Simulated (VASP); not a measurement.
Wanted: the native input for a VASP 6.6.1 run.

```
Task                   : single point
Functional             : r2SCAN
Potentials or basis    : VASP PAW PBE potentials, release 64 (Sb)
Cutoff                 : 520 eV
k mesh                 : 6 × 6 × 6
Occupations            : gaussian, width 0.05 eV
Spin                   : no spin polarisation
Dipole correction      : no
Further INCAR settings : ALGO = Normal; EDIFF = 1e-06; NBANDS = 8
```

Sb:

```
Sb
1.0
     3.08347    0.00000    0.00000
     0.00000    3.08347    0.00000
     0.00000    0.00000    3.08347
Sb
1
Direct
  0.00000 0.00000 0.00000
```

One way to write it, as run:

POSCAR

```
Sb
1.0
    3.0834714637      0.0000000000      0.0000000000
    0.0000000000      3.0834714637      0.0000000000
    0.0000000000      0.0000000000      3.0834714637
Sb
1
Direct
    0.0000000000      0.0000000000      0.0000000000
```

INCAR.step1

```
  PREC = Accurate
  ENCUT = 520
  ISMEAR = 0
  SIGMA = 0.05
  LREAL = F
  LASPH = T
  NELM = 60
  NBANDS = 8
  GGA = PE
  ALGO = Normal
  EDIFF = 1E-4
  LWAVE = T
  LCHARG = F
```

INCAR.step2

```
  PREC = Accurate
  ENCUT = 520
  EDIFF = 1E-6
  ISMEAR = 0
  SIGMA = 0.05
  LREAL = F
  LASPH = T
  NELM = 60
  ALGO = Normal
  ISIF = 2
  LWAVE = F
  LCHARG = F
  METAGGA = R2SCAN
  LMIXTAU = T
  NBANDS = 8
  ISTART = 1
```

KPOINTS

```
regular mesh
0
Gamma
  6 6 6
```

Potentials or basis: VASP PAW PBE potentials, release 64 (Sb).

Run with:

```sh
$ cat potpaw_PBE.64/Sb/POTCAR > POTCAR
$ cp INCAR.step1 INCAR
$ mpirun -np 1 vasp_std > vasp.out
$ cp INCAR.step2 INCAR
$ mpirun -np 1 vasp_std > vasp.out
```

It gave:

```yaml
Pressure: 0.0 GPa
```

Caveat: the PAW data sets were made with another functional, which shifts forces and pressure a little.

It took 28 s on 1 thread of AMD EPYC 7R13, with other jobs on the host, peak memory 0.11 GiB.
